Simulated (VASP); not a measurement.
Se:

```
CELL_PARAMETERS angstrom
0.00000 3.12557 3.12557
3.12557 0.00000 3.12557
3.12557 3.12557 0.00000
ATOMIC_POSITIONS crystal
Se 0.00000 0.00000 0.00000
Se 0.25000 0.25000 0.25000
```

This isn't the form of Se at room conditions, which is trigonal, of chains.

```yaml
Program: VASP 6.6.1
Task: relaxation of cell and atoms
Functional: LDA
Potentials_or_basis: VASP PAW LDA potentials, release 64 (Se)
Cutoff: 500 eV
k_mesh: 11 × 11 × 11
Occupations: methfessel-paxton, width 0.02 eV
Spin: no spin polarisation
```

At the start: pressure -1.7 GPa; volume 30.53 Å³/atom.

Where does the relaxation end?

Over 3 steps the energy falls by 6.0 meV/atom and the volume is 29.39 Å³/atom (-3.7 %); space group Fd-3m (No. 227, to 0.1 Å) before and after.

Step by step:
```csv
step,energy change (eV),largest force (eV/Å),pressure (GPa),volume (Å³)
1,0.0000,0.0000,-1.66,61.07
2,-0.0114,0.0000,0.35,58.32
3,-0.0119,0.0000,0.00,58.78
```

Final structure:
```
Se
1.0
     0.00000    3.08605    3.08605
     3.08605    0.00000    3.08605
     3.08605    3.08605    0.00000
Se
2
Cartesian
  0.0000 0.0000 0.0000
  1.5430 1.5430 1.5430
```
